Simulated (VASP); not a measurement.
# Zn (C2/c) in VASP: single point with BLYP

Aim: the single point of Zn with BLYP.

All numbers are computed with VASP 6.6.1; they aren't measurements. Logs are shortened: lines on timing, memory, paths and dates and some standing lists are left out, and cuts for length are marked.

## Step 1: The cell of the first run

Symmetry: C2/c, No. 15, monoclinic system. The conventional cell has a = 2.739 Å, b = 7.815 Å, c = 3.949 Å, α = 90.00°, β = 91.06°, γ = 90.00°. Zn (site symmetry 2) has 8 Zn at 2.74 to 2.98 Å within 3.6 Å.

## Step 2: Single point, BLYP (volume scaled by 1.12)

Contents of INCAR:

```
  AGGAC = 1.0
  AGGAX = 1.0
  ALDAC = 0.0
  ALDAX = 1.0
  ALGO = Normal
  EDIFF = 1E-6
  ENCUT = 520
  GGA = B5
  ISIF = 2
  ISMEAR = -1
  LASPH = T
  LCHARG = F
  LREAL = F
  LWAVE = F
  NBANDS = 19
  NELM = 100
  PREC = Accurate
  SIGMA = 0.1
```

Contents of KPOINTS:

```
k-points
0
Gamma
  17 17 9
```

Contents of POSCAR:

```
Zn
1.0
   -2.9281271563      2.5982045646      1.3492585230
    2.5982045646     -2.9281271563      1.3492585230
    3.0723284446      3.0723284446     -1.9535123538
Zn
2
Direct
    0.9856353095      0.0143646905      1.0000000000
    0.7643646905      0.2356353095      0.5000000000
```

Potentials or basis: VASP PAW PBE potentials, release 64 (Zn).

The run is started by

```bash
cat potpaw_PBE.64/Zn/POTCAR > POTCAR
mpirun -np 1 vasp_std > vasp.out
```

OUTCAR:

```text
EDIFF = 1E-6
   ENCUT = 520
   GGA = B5
   ISIF = 2
   ISMEAR = -1
   LASPH = T
   LREAL = F
   NELM = 100
   PREC = Accurate

 ion  position               nearest neighbor table
   1  0.986  0.014  0.000-   2 2.94   2 2.94   2 2.94   2 2.94   2 2.98   2 2.98
   2  0.764  0.236  0.500-   1 2.94   1 2.94   1 2.94   1 2.94   1 2.98   1 2.98

  Warning from LATTYP: Got some problem with cell dimensions!
  Tried to take original basis but could not verify dimensions!
  LATTYP: Found a base centered monoclinic cell.
 ALAT       =     2.7385565688
 B/A-ratio  =     2.8538440136
 C/A-ratio  =     1.4420934817
 COS(beta)  =    -0.0185704849

  Lattice vectors:

 A1 = (   2.9281271563,  -2.5982045646,  -1.3492585230)
 A2 = (  -2.5982045646,   2.9281271563,  -1.3492585230)
 A3 = (   2.7424058529,   2.7424058529,   0.7450046922)

Analysis of symmetry for initial positions (statically):
=====================================================================
 Subroutine PRICEL returns:
 Original cell was already a primitive cell.

 Routine SETGRP: Setting up the symmetry group for a
 base centered monoclinic supercell.

 Subroutine GETGRP returns: Found  4 space group operations
 (whereof  2 operations were pure point group operations)
 out of a pool of  4 trial point group operations.

The static configuration has the point symmetry C_2 .
 The point group associated with its full space group is C_2h.

Analysis of symmetry for dynamics (positions and initial velocities):
=====================================================================
 Subroutine PRICEL returns:
 Original cell was already a primitive cell.

 Routine SETGRP: Setting up the symmetry group for a
 base centered monoclinic supercell.

 Subroutine GETGRP returns: Found  4 space group operations
 (whereof  2 operations were pure point group operations)
 out of a pool of  4 trial point group operations.

The dynamic configuration has the point symmetry C_2 .
 The point group associated with its full space group is C_2h.

 Subroutine INISYM returns: Found  4 space group operations
 (whereof  2 operations are pure point group operations),
 and found     1 'primitive' translations

----------------------------------------------------------------------------------------

                                     Primitive cell

  volume of cell :      42.2556

  direct lattice vectors                    reciprocal lattice vectors
    -2.928127156  2.598204565  1.349258523     0.037267690  0.218219549  0.401809955
     2.598204565 -2.928127156  1.349258523     0.218219549  0.037267690  0.401809955
     3.072328445  3.072328445 -1.953512354     0.176460790  0.176460790  0.043148441

  length of vectors
     4.140663493  4.140663493  4.763886508     0.458759078  0.458759078  0.253256015

  position of ions in fractional coordinates (direct lattice)
     0.985635309  0.014364691  1.000000000
     0.764364691  0.235635309  0.500000000

  ion indices of the primitive-cell ions
   primitive index   ion index
                 1           1
                 2           2

----------------------------------------------------------------------------------------

 KPOINTS: k-points

Automatic generation of k-mesh.
 Grid dimensions read from file:
 generate k-points for:   17   17    9

 Generating k-lattice:

  Cartesian coordinates                     Fractional coordinates (reciprocal lattice)
     0.002192217  0.012836444  0.023635880     0.058823529  0.000000000 -0.000000000
     0.012836444  0.002192217  0.023635880     0.000000000  0.058823529 -0.000000000
     0.019606754  0.019606754  0.004794271    -0.000000000 -0.000000000  0.111111111

  Length of vectors
     0.026985828  0.026985828  0.028139557

  Shift w.r.t. Gamma in fractional coordinates (k-lattice)
     0.000000000  0.000000000  0.000000000

 Subroutine IBZKPT returns following result:
 ===========================================

 Found    693 irreducible k-points:

 Following reciprocal coordinates:
            Coordinates               Weight
  0.000000  0.000000  0.000000      1.000000
  0.058824 -0.000000  0.000000      4.000000
  0.117647  0.000000  0.000000      4.000000
  0.176471  0.000000  0.000000      4.000000
  0.235294  0.000000  0.000000      4.000000
  0.294118  0.000000  0.000000      4.000000
[... 16 lines left out ...]
 -0.176471  0.058824  0.000000      4.000000
 -0.117647  0.058824 -0.000000      4.000000
 [... further k-points ...]
   k-points           NKPTS =    693   k-points in BZ     NKDIM =    693   number of bands    NBANDS=     19
   number of dos      NEDOS =    301   number of ions     NIONS =      2
   total plane-waves  NPLWV =  36864
   dimension x,y,z NGX =    32 NGY =   32 NGZ =   36
   dimension x,y,z NGXF=    64 NGYF=   64 NGZF=   72
   ions per type =               2
   NGX,Y,Z   is equivalent  to a cutoff of  12.85, 12.85, 12.56 a.u.
   NGXF,Y,Z  is equivalent  to a cutoff of  25.70, 25.70, 25.13 a.u.
 SYSTEM =  unknown system
   PREC   = accura    normal or accurate (medium, high low for compatibility)
   ISTART =      0    job   : 0-new  1-cont  2-samecut
   ICHARG =      2    charge: 1-file 2-atom 10-const
   ISPIN  =      1    spin polarized calculation?
   LNONCOLLINEAR =      F non collinear calculations
   LSORBIT =      F    spin-orbit coupling
   LASPH  =      T    aspherical Exc in radial PAW
   ENCUT  =  520.0 eV  38.22 Ry    6.18 a.u.   7.70  7.70  8.86*2*pi/ulx,y,z
   NELM   =    100;   NELMIN=  2; NELMDL= -5     # of ELM steps
   EDIFF  = 0.1E-05   stopping-criterion for ELM
   LREAL  =      F    real-space projection
   EDIFFG = 0.1E-04   stopping-criterion for IOM
   NSW    =      0    number of steps for IOM
   IBRION =     -1    ionic relax: 0-MD 1-quasi-New 2-CG
   NFREE  =      0    steps in history (QN), initial steepest desc. (CG)
   ISIF   =      2    stress and relaxation
   ISYM   =      2    0-nonsym 1-usesym 2-fastsym
   POTIM  = 0.5000    time-step for ionic-motion
   TEBEG  =    0.0;   TEEND  =   0.0 temperature during run
   PSTRESS=    0.0 pullay stress
   NELECT =      24.0000    total number of electrons
   NUPDOWN=      -1.0000    fix difference up-down
   EMIN   =  10.00;   EMAX   =-10.00  energy-range for DOS
   EFERMI =   0.00;   METHOD = LEGACY
   ISMEAR =    -1;   SIGMA  =   0.10  broadening in eV -4-tet -1-fermi 0-gaus
   EFERMI_NEDOS =   21; number of points for ismear=-14 and -15
   IALGO  =     38    algorithm
   IMIX   =      4    mixing-type and parameters
     AMIX     =   0.40;   BMIX     =  1.00
     AMIX_MAG =   1.60;   BMIX_MAG =  1.00
  volume/ion in A,a.u.               =      21.13       142.58
  Fermi-wavevector in a.u.,A,eV,Ry     =   1.355764  2.562022 25.008797  1.838095
  Thomas-Fermi vector in A             =   2.482824
   LORBIT       =      0    0 simple, 1 ext, 2 COOP (PROOUT), +10 PAW based schemes
   GGA     = B5    functional components
   LHFCALC =     F    Hartree Fock is set to
   AEXX    =    0.0000 exact exchange contribution
   IVDW    =     0    specifies the selected vdW correction
   LEPSILON=     F    determine dielectric tensor
   LRPA    =     F    only Hartree local field effects (RPA)
 non-spin polarized calculation
  energy-cutoff  :      520.00
  volume of cell :       42.26
 maximum number of plane-waves:      1156
   NGX = 15   NGY = 15   NGZ = 17

 number of electron      24.0000001 magnetization

 Free energy of the ion-electron system (eV)
  ---------------------------------------------------
  ext. energy  EPLUGINS =         0.00000000
  ---------------------------------------------------
  free energy    TOTEN  =        -0.65129815 eV

  energy without entropy =       -0.62710100  energy(sigma->0) =       -0.63919958

 E-fermi :   1.4313     XC(G=0):  -9.3046

 val. band max:        1.4276684213   @ k =  -0.4706  -0.0000   0.1111
 cond. band min:       1.4315308216   @ k =  -0.1765   0.1765   0.2222
 fundamental gap:      0.0038624003
 Fermi energy:         1.4312670915

 k-point     1 :       0.0000    0.0000    0.0000
  band No.  band energies     occupation
      1      -6.6330      2.00000
      2      -6.1449      2.00000
      3      -6.0123      2.00000
      4      -6.0069      2.00000
      5      -5.9445      2.00000
      6      -5.4757      2.00000
[... 11 lines left out ...]
     18      14.7865      0.00000
     19      15.2669      0.00000

 k-point     2 :       0.0588   -0.0000    0.0000
  band No.  band energies     occupation
      1      -6.5213      2.00000
      2      -6.1214      2.00000
      3      -6.0105      2.00000
      4      -5.9828      2.00000
      5      -5.9276      2.00000
      6      -5.5014      2.00000
[... 11 lines left out ...]
     18      13.6909      0.00000
     19      14.7721      0.00000

 k-point     3 :       0.1176    0.0000    0.0000
  band No.  band energies     occupation
      1      -6.1995      2.00000
      2      -6.0597      2.00000
      3      -5.9809      2.00000
      4      -5.9352      2.00000
      5      -5.8754      2.00000
      6      -5.5727      2.00000
[... 11 lines left out ...]
     18      12.5457      0.00000
     19      13.2140      0.00000

 k-point     4 :       0.1765    0.0000    0.0000
  band No.  band energies     occupation
      1      -6.0009      2.00000
      2      -5.9172      2.00000
      3      -5.8793      2.00000
      4      -5.8193      2.00000
      5      -5.7498      2.00000
      6      -5.6491      2.00000
[... 11 lines left out ...]
     18      11.7327      0.00000
     19      12.6928      0.00000

 k-point     5 :       0.2353    0.0000    0.0000
  band No.  band energies     occupation
      1      -5.9534      2.00000
      2      -5.8497      2.00000
      3      -5.8415      2.00000
      4      -5.7665      2.00000
      5      -5.6986      2.00000
      6      -5.6432      2.00000
[... 11 lines left out ...]
     18      11.2725      0.00000
     19      12.9144      0.00000
[... 334 lines left out ...]
      2      -5.8590      2.00000
      3      -5.8325      2.00000
      4      -5.7657      2.00000
      5      -5.6726      2.00000
      6      -5.6516      2.00000
[... 11 lines left out ...]
     18      11.7223      0.00000
     19      13.5066      0.00000

 k-point    22 :      -0.2353    0.0588   -0.0000
  band No.  band energies     occupation
      1      -5.9961      2.00000
      2      -5.9162      2.00000
      3      -5.8823      2.00000
      4      -5.8103      2.00000
      5      -5.7226      2.00000
      6      -5.6338      2.00000
[... 11 lines left out ...]
     18      12.2319      0.00000
     19      13.3765      0.00000

 k-point    23 :      -0.1765    0.0588    0.0000
  band No.  band energies     occupation
      1      -6.1444      2.00000
      2      -6.0566      2.00000
      3      -5.9698      2.00000
      4      -5.9305      2.00000
      5      -5.8352      2.00000
      6      -5.5796      2.00000
[... 11 lines left out ...]
     18      12.8382      0.00000
     19      13.7781      0.00000

 k-point    24 :      -0.1176    0.0588   -0.0000
  band No.  band energies     occupation
      1      -6.4667      2.00000
      2      -6.1257      2.00000
      3      -6.0012      2.00000
      4      -5.9753      2.00000
      5      -5.9091      2.00000
      6      -5.5087      2.00000
[... 11 lines left out ...]
     18      13.3246      0.00000
     19      15.2354      0.00000

 [... further k-points ...]
[... 5 lines left out ...]
  --------------------------------------------------------------------------------------
  -------------------------------------------------------------------------------------
  Total       -0.6973750     -0.6973750     -0.8344799     -0.0447043      0.0169650      0.0169649
  in kB      -26.4419228    -26.4419228    -31.6404445     -1.6950258      0.6432494      0.6432482
  external PRESSURE =     -28.1747633 kB  Pullay stress =       0.0000000 kB

 VOLUME and BASIS-vectors are now :
 -----------------------------------------------------------------------------
  energy-cutoff  :      520.00
  volume of cell :       42.26
      direct lattice vectors                 reciprocal lattice vectors
    -2.928127156  2.598204565  1.349258523     0.037267690  0.218219549  0.401809955
     2.598204565 -2.928127156  1.349258523     0.218219549  0.037267690  0.401809955
     3.072328445  3.072328445 -1.953512354     0.176460790  0.176460790  0.043148441

 POSITION                                       TOTAL-FORCE (eV/Angst)
 -----------------------------------------------------------------------------------
     -2.84874      2.51882      1.34926         0.005127     -0.005127      0.000000
     -0.08976      2.83217      0.37250        -0.005127      0.005127     -0.000000
 -----------------------------------------------------------------------------------
    total drift:                                0.000000      0.000000     -0.000000

  FREE ENERGIE OF THE ION-ELECTRON SYSTEM (eV)
  ---------------------------------------------------
  free  energy   TOTEN  =        -0.6512981547 eV

  energy  without entropy=       -0.6271010012  energy(sigma->0) =       -0.63919958
```

Wall time 14 min (1 thread of Intel Xeon 8259CL, shared host); peak memory 0.54 GiB.

Results:

```yaml
Free_energy: -0.6513 eV
Pressure: -2.8 GPa
Largest_force: 0.007 eV/Å
Band_gap_on_the_k_mesh: zero (band 12 reaches 4.30 eV, above the bottom of band 13 at -0.53 eV)
```

Forces in eV/Å, atoms in the order of the input:
```
Zn   0.005 -0.005  0.000
Zn  -0.005  0.005  0.000
```

Levels at points of the mesh, in eV from the Fermi level:
```csv
k point,band 9,band 10,band 11,band 12,band 13,band 14,band 15,band 16
"(0.00, 0.00, 0.00)",-6.84,-6.80,-6.70,1.21,1.31,1.60,6.08,10.79
```

Caveat: the PAW data sets were made with another functional, which shifts forces and pressure a little.
